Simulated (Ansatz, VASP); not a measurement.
Two plane-wave programs on BaZrO3

```
Ba Zr O
1.0
     4.18150    0.00000    0.00000
     0.00000    4.18150    0.00000
     0.00000    0.00000    4.18150
Ba Zr O
1 1 3
Direct
  0.00000 0.00000 0.00000
  0.50000 0.50000 0.50000
  0.00000 0.50000 0.50000
  0.50000 0.50000 0.00000
  0.50000 0.00000 0.50000
```

Alike in both runs: task single point; functional PBE; k mesh 4 × 4 × 4; occupations gaussian, width 0.05 eV; no spin polarisation.

```csv
,VASP,Ansatz
version,VASP 6.6.1,Ansatz 0.2.0
potentials or method,"VASP PAW PBE potentials, release 64 (Ba_sv, Zr_sv, O_h), cutoff 1340 eV","scalar-relativistic, plane waves, PAW"
valence electrons in the cell,40,40
```

VASP gave:

| Item | Value |
| --- | --- |
| gap on the k mesh at the Fermi level (eV) | 3.20 |
| least direct gap on the mesh (eV) | 3.42 |
| pressure (GPa) | 6.2 |

What did Ansatz give for the same quantities?

gap on the k mesh at the Fermi level (eV): 3.25; least direct gap on the mesh (eV): 3.44; pressure (GPa): 5.3.

Spin-orbit coupling is off throughout.
